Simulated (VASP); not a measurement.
# AlN (P6_3mc) in VASP: notebook

AlN is run at these levels: LDA; tasks: single point.

Program: VASP 6.6.1. These are calculated values, not measurements. Logs are shortened: lines on timing, memory, paths and dates and some standing lists are left out, and cuts for length are marked.

**1. The cell of the first run**

Symmetry: P6_3mc, No. 186, hexagonal system. The conventional cell has a = 3.303 Å, b = 3.303 Å, c = 4.135 Å, α = 90.00°, β = 90.00°, γ = 120.00°. Within 2.3 Å of Al (site symmetry 3m) lie 4 N at 1.74 to 1.94 Å. N (site symmetry 3m) has 4 Al at 1.74 to 1.94 Å within 2.3 Å.

**2. Single point, LDA**

File INCAR:

```
PREC = Accurate ; ENCUT = 520
EDIFF = 1E-6 ; ISMEAR = 0
SIGMA = 0.05 ; LREAL = F
LASPH = T ; NELM = 60
ALGO = Normal ; ISIF = 2
LWAVE = F ; LCHARG = T
GGA = CA ; LELF = T
LVHAR = T ; NBANDS = 16
```

File KPOINTS:

```
regular mesh
0
Gamma
  9 9 6
```

File POSCAR:

```
AlN
1.0
    3.3030490248      0.0000000000      0.0000000000
   -1.6515245124      2.8605243654      0.0000000000
    0.0000000000      0.0000000000      4.1347231278
Al N
2 2
Direct
    0.3333333333      0.6666666667      0.7773448474
    0.6666666667      0.3333333333      0.2773448474
    0.3333333333      0.6666666667      0.1973259047
    0.6666666667      0.3333333333      0.6973259047
```

Potentials or basis: VASP PAW LDA potentials, release 64 (Al, N).

Run with:

```bash
$ cat potpaw_LDA.64/Al/POTCAR potpaw_LDA.64/N/POTCAR > POTCAR
$ mpirun -np 1 vasp_std > vasp.out
```

OUTCAR:

```text
PREC = Accurate
   ENCUT = 520
   EDIFF = 1E-6
   ISMEAR = 0
   LREAL = F
   LASPH = T
   NELM = 60
   ISIF = 2
   GGA = CA

 ion  position               nearest neighbor table
   1  0.333  0.667  0.777-   3 1.74   4 1.94   4 1.94   4 1.94   3 2.40   2 2.81   2 2.81   2 2.81
                             2 2.81   2 2.81   2 2.81
   2  0.667  0.333  0.277-   4 1.74   3 1.94   3 1.94   3 1.94   4 2.40   1 2.81   1 2.81   1 2.81
                             1 2.81   1 2.81   1 2.81
   3  0.333  0.667  0.197-   1 1.74   2 1.94   2 1.94   2 1.94   1 2.40
   4  0.667  0.333  0.697-   2 1.74   1 1.94   1 1.94   1 1.94   2 2.40

  LATTYP: Found a hexagonal cell.
 ALAT       =     3.3030490248
 C/A-ratio  =     1.2517898150

  Lattice vectors:

 A1 = (   3.3030490248,   0.0000000000,   0.0000000000)
 A2 = (  -1.6515245124,   2.8605243654,   0.0000000000)
 A3 = (   0.0000000000,   0.0000000000,   4.1347231278)

Analysis of symmetry for initial positions (statically):
=====================================================================
 Subroutine PRICEL returns:
 Original cell was already a primitive cell.

 Routine SETGRP: Setting up the symmetry group for a
 hexagonal supercell.

 Subroutine GETGRP returns: Found 12 space group operations
 (whereof  6 operations were pure point group operations)
 out of a pool of 24 trial point group operations.

The static configuration has the point symmetry C_3v.
 The point group associated with its full space group is C_6v.

Analysis of symmetry for dynamics (positions and initial velocities):
=====================================================================
 Subroutine PRICEL returns:
 Original cell was already a primitive cell.

 Routine SETGRP: Setting up the symmetry group for a
 hexagonal supercell.

 Subroutine GETGRP returns: Found 12 space group operations
 (whereof  6 operations were pure point group operations)
 out of a pool of 24 trial point group operations.

The dynamic configuration has the point symmetry C_3v.
 The point group associated with its full space group is C_6v.

 Subroutine INISYM returns: Found 12 space group operations
 (whereof  6 operations are pure point group operations),
 and found     1 'primitive' translations

----------------------------------------------------------------------------------------

                                     Primitive cell

  volume of cell :      39.0667

  direct lattice vectors                    reciprocal lattice vectors
     3.303049025  0.000000000  0.000000000     0.302750578  0.174793127  0.000000000
    -1.651524512  2.860524365  0.000000000     0.000000000  0.349586255  0.000000000
     0.000000000  0.000000000  4.134723128     0.000000000  0.000000000  0.241854163

  length of vectors
     3.303049025  3.303049025  4.134723128     0.349586255  0.349586255  0.241854163

  position of ions in fractional coordinates (direct lattice)
     0.333333333  0.666666667  0.777344847
     0.666666667  0.333333333  0.277344847
     0.333333333  0.666666667  0.197325905
     0.666666667  0.333333333  0.697325905

  ion indices of the primitive-cell ions
   primitive index   ion index
                 1           1
                 2           2
                 3           3
                 4           4

----------------------------------------------------------------------------------------

 KPOINTS: regular mesh

Automatic generation of k-mesh.
 Grid dimensions read from file:
 generate k-points for:    9    9    6

 Generating k-lattice:

  Cartesian coordinates                     Fractional coordinates (reciprocal lattice)
     0.033638953  0.019421459  0.000000000     0.111111111 -0.000000000  0.000000000
     0.000000000  0.038842917  0.000000000     0.000000000  0.111111111  0.000000000
     0.000000000  0.000000000  0.040309027     0.000000000  0.000000000  0.166666667

  Length of vectors
     0.038842917  0.038842917  0.040309027

  Shift w.r.t. Gamma in fractional coordinates (k-lattice)
     0.000000000  0.000000000  0.000000000

 Subroutine IBZKPT returns following result:
 ===========================================

 Found     48 irreducible k-points:

 Following reciprocal coordinates:
            Coordinates               Weight
  0.000000  0.000000  0.000000      1.000000
  0.111111 -0.000000  0.000000      6.000000
  0.222222 -0.000000  0.000000      6.000000
  0.333333  0.000000  0.000000      6.000000
  0.444444 -0.000000  0.000000      6.000000
  0.111111  0.111111  0.000000      6.000000
[... 16 lines left out ...]
  0.333333  0.222222  0.166667     24.000000
  0.333333  0.333333  0.166667      4.000000
 [... further k-points ...]
   k-points           NKPTS =     48   k-points in BZ     NKDIM =     48   number of bands    NBANDS=     16
   number of dos      NEDOS =    301   number of ions     NIONS =      4
   total plane-waves  NPLWV =  25088
   dimension x,y,z NGX =    28 NGY =   28 NGZ =   32
   dimension x,y,z NGXF=    56 NGYF=   56 NGZF=   64
   ions per type =               2   2
   NGX,Y,Z   is equivalent  to a cutoff of  14.09, 14.09, 12.87 a.u.
   NGXF,Y,Z  is equivalent  to a cutoff of  28.19, 28.19, 25.73 a.u.
 SYSTEM =  unknown system
   PREC   = accura    normal or accurate (medium, high low for compatibility)
   ISTART =      0    job   : 0-new  1-cont  2-samecut
   ICHARG =      2    charge: 1-file 2-atom 10-const
   ISPIN  =      1    spin polarized calculation?
   LNONCOLLINEAR =      F non collinear calculations
   LSORBIT =      F    spin-orbit coupling
   LASPH  =      T    aspherical Exc in radial PAW
   ENCUT  =  520.0 eV  38.22 Ry    6.18 a.u.   6.14  6.14  7.69*2*pi/ulx,y,z
   NELM   =     60;   NELMIN=  2; NELMDL= -5     # of ELM steps
   EDIFF  = 0.1E-05   stopping-criterion for ELM
   LREAL  =      F    real-space projection
   EDIFFG = 0.1E-04   stopping-criterion for IOM
   NSW    =      0    number of steps for IOM
   IBRION =     -1    ionic relax: 0-MD 1-quasi-New 2-CG
   NFREE  =      0    steps in history (QN), initial steepest desc. (CG)
   ISIF   =      2    stress and relaxation
   ISYM   =      2    0-nonsym 1-usesym 2-fastsym
   POTIM  = 0.5000    time-step for ionic-motion
   TEBEG  =    0.0;   TEEND  =   0.0 temperature during run
   PSTRESS=    0.0 pullay stress
   NELECT =      16.0000    total number of electrons
   NUPDOWN=      -1.0000    fix difference up-down
   EMIN   =  10.00;   EMAX   =-10.00  energy-range for DOS
   EFERMI =   0.00;   METHOD = LEGACY
   ISMEAR =     0;   SIGMA  =   0.05  broadening in eV -4-tet -1-fermi 0-gaus
   EFERMI_NEDOS =   21; number of points for ismear=-14 and -15
   IALGO  =     38    algorithm
   IMIX   =      4    mixing-type and parameters
     AMIX     =   0.40;   BMIX     =  1.00
     AMIX_MAG =   1.60;   BMIX_MAG =  1.00
  volume/ion in A,a.u.               =       9.77        65.91
  Fermi-wavevector in a.u.,A,eV,Ry     =   1.215754  2.297442 20.110205  1.478058
  Thomas-Fermi vector in A             =   2.351131
   LORBIT       =      0    0 simple, 1 ext, 2 COOP (PROOUT), +10 PAW based schemes
   GGA     = CA    functional components
   LHFCALC =     F    Hartree Fock is set to
   AEXX    =    0.0000 exact exchange contribution
   IVDW    =     0    specifies the selected vdW correction
   LEPSILON=     F    determine dielectric tensor
   LRPA    =     F    only Hartree local field effects (RPA)
 non-spin polarized calculation
 Gauss-broadening in eV      SIGMA  =   0.05
  energy-cutoff  :      520.00
  volume of cell :       39.07
 maximum number of plane-waves:      1072
 NGX is ok and might be reduce to    28
   NGX = 13   NGY = 13   NGZ = 15

 number of electron      16.0000002 magnetization

 Free energy of the ion-electron system (eV)
  ---------------------------------------------------
  ext. energy  EPLUGINS =         0.00000000
  ---------------------------------------------------
  free energy    TOTEN  =       -31.87976235 eV

  energy without entropy =      -31.87976235  energy(sigma->0) =      -31.87976235

 E-fermi :   7.5545     XC(G=0): -11.5314

 val. band max:        7.2946519871   @ k =   0.0000   0.0000   0.0000
 cond. band min:      11.1618982152   @ k =   0.0000   0.0000   0.0000
 fundamental gap:      3.8672462281
 Fermi energy:         7.5544626735

 k-point     1 :       0.0000    0.0000    0.0000
  band No.  band energies     occupation
      1      -8.9469      2.00000
      2      -5.2323      2.00000
      3       1.0138      2.00000
      4       4.5527      2.00000
      5       4.5527      2.00000
      6       6.2275      2.00000
[... 8 lines left out ...]
     15      19.2369      0.00000
     16      19.8603      0.00000

 k-point     2 :       0.1111   -0.0000    0.0000
  band No.  band energies     occupation
      1      -8.8047      2.00000
      2      -5.2288      2.00000
      3       1.1620      2.00000
      4       4.0316      2.00000
      5       4.3429      2.00000
      6       5.6843      2.00000
[... 8 lines left out ...]
     15      19.2120      0.00000
     16      19.6856      0.00000

 k-point     3 :       0.2222   -0.0000    0.0000
  band No.  band energies     occupation
      1      -8.3958      2.00000
      2      -5.2638      2.00000
      3       1.5827      2.00000
      4       2.9269      2.00000
      5       3.9185      2.00000
      6       4.7488      2.00000
[... 8 lines left out ...]
     15      18.3034      0.00000
     16      20.0579      0.00000

 k-point     4 :       0.3333    0.0000    0.0000
  band No.  band energies     occupation
      1      -7.7881      2.00000
      2      -5.4479      2.00000
      3       1.7871      2.00000
      4       2.3653      2.00000
      5       3.5359      2.00000
      6       3.9434      2.00000
[... 8 lines left out ...]
     15      19.1460      0.00000
     16      20.6038      0.00000
[... 324 lines left out ...]
 k-point    22 :       0.2222    0.2222    0.1667
  band No.  band energies     occupation
      1      -7.3216      2.00000
      2      -5.6751      2.00000
      3       1.5207      2.00000
      4       1.8505      2.00000
      5       3.4856      2.00000
      6       4.0837      2.00000
[... 8 lines left out ...]
     15      19.8018      0.00000
     16      21.1178      0.00000

 k-point    23 :       0.3333    0.2222    0.1667
  band No.  band energies     occupation
      1      -6.7627      2.00000
      2      -5.9502      2.00000
      3       1.1931      2.00000
      4       1.9720      2.00000
      5       2.7006      2.00000
      6       4.5911      2.00000
[... 8 lines left out ...]
     15      19.7025      0.00000
     16      21.2714      0.00000

 k-point    24 :       0.3333    0.3333    0.1667
  band No.  band energies     occupation
      1      -6.3025      2.00000
      2      -6.3025      2.00000
      3       1.2025      2.00000
      4       2.1681      2.00000
      5       2.1681      2.00000
      6       4.8003      2.00000
[... 8 lines left out ...]
     15      19.3967      0.00000
     16      21.0266      0.00000

 [... further k-points ...]
[... 5 lines left out ...]
  --------------------------------------------------------------------------------------
  -------------------------------------------------------------------------------------
  Total       -2.7207842     -2.7207842     11.2246352      0.0000000      0.0000000     -0.0000000
  in kB     -111.5828805   -111.5828805    460.3368215      0.0000000      0.0000000     -0.0000000
  external PRESSURE =      79.0570201 kB  Pullay stress =       0.0000000 kB

 VOLUME and BASIS-vectors are now :
 -----------------------------------------------------------------------------
  energy-cutoff  :      520.00
  volume of cell :       39.07
      direct lattice vectors                 reciprocal lattice vectors
     3.303049025  0.000000000  0.000000000     0.302750578  0.174793127  0.000000000
    -1.651524512  2.860524365  0.000000000     0.000000000  0.349586255  0.000000000
     0.000000000  0.000000000  4.134723128     0.000000000  0.000000000  0.241854163

 POSITION                                       TOTAL-FORCE (eV/Angst)
 -----------------------------------------------------------------------------------
     -0.00000      1.90702      3.21411        -0.000000      0.000000     -2.870986
      1.65152      0.95351      1.14674         0.000000     -0.000000     -2.870986
     -0.00000      1.90702      0.81589         0.000000      0.000000      2.870986
      1.65152      0.95351      2.88325        -0.000000      0.000000      2.870986
 -----------------------------------------------------------------------------------
    total drift:                               -0.000000      0.000000     -0.000830

  FREE ENERGIE OF THE ION-ELECTRON SYSTEM (eV)
  ---------------------------------------------------
  free  energy   TOTEN  =       -31.8797623494 eV

  energy  without entropy=      -31.8797623494  energy(sigma->0) =      -31.87976235
```

Run time: 11 s. Hardware: 1 thread of Intel Xeon 6975P-C (Granite Rapids), shared host; peak memory 0.15 GiB.

Results:

| Quantity | Value |
| --- | --- |
| Free energy | -31.8798 eV |
| Pressure | 7.9 GPa |
| Largest force | 2.871 eV/Å |
| Band gap on the k mesh | 3.87 eV, direct |

Forces in eV/Å, atoms in the order of the input:
```
Al   0.000  0.000 -2.871
Al   0.000  0.000 -2.871
N    0.000  0.000  2.871
N    0.000  0.000  2.871
```

Caveat: forces of over 1 eV/Å act on the atoms, so gaps and moduli don't describe the material at rest. A k mesh can miss the band edges.

(Continued in part 2 of 2.)
